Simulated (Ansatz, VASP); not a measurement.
## Two plane-wave programs on GaN

Contents of INCAR:

```
PREC = Accurate
ENCUT = 520
EDIFF = 1E-6
ISMEAR = 0
SIGMA = 0.01
LREAL = F
LASPH = T
NELM = 80
ALGO = Normal
ISIF = 2
LWAVE = F
LCHARG = T
GGA = PE
LELF = T
LVHAR = T
NBANDS = 16
```

File KPOINTS:

```
regular mesh
0
Gamma
  8 8 8
```

File POSCAR:

```
GaN
1.0
    0.0000000000      2.1340290692      2.1340290692
    2.1340290692      0.0000000000      2.1340290692
    2.1340290692      2.1340290692      0.0000000000
Ga N
1 1
Direct
    0.5000000000      0.5000000000      0.5000000000
    0.0000000000      0.0000000000      0.0000000000
```

Input for Ansatz:

```yaml
crystal:
  lattice:
    - [0.0, 2.1340290692, 2.1340290692]
    - [2.1340290692, 0.0, 2.1340290692]
    - [2.1340290692, 2.1340290692, 0.0]
  atoms:
    - { symbol: Ga, position: [0.5, 0.5, 0.5] }
    - { symbol: "N", position: [0.0, 0.0, 0.0] }
kpoints:
  mp_grid: { grid: [8, 8, 8] }
hamiltonian:
  xc: pbe
scf:
  occupations: { method: fixed }
  n_extra_bands: 4
output:
  forces: true
  stress: true
  eigenvalues: true
```

Alike in both runs: task single point; functional PBE; k mesh 8 × 8 × 8; no spin polarisation.

|  | VASP | Ansatz |
| --- | --- | --- |
| version | VASP 6.6.1 | Ansatz 0.2.0 |
| potentials or method | VASP PAW PBE potentials, release 64 (Ga_d, N) | plane waves, PAW |
| plane-wave cutoff (eV) | 520 | 420 |
| occupations | gaussian, width 0.01 eV | fixed |
| valence electrons in the cell | 18 | 18 |

|  | VASP | Ansatz | Ansatz less VASP |
| --- | --- | --- | --- |
| gap on the k mesh at the Fermi level (eV) | 0.43 | 0.43 | +0.009 |
| pressure (GPa) | 0.7 | 0.0 | -0.77 |
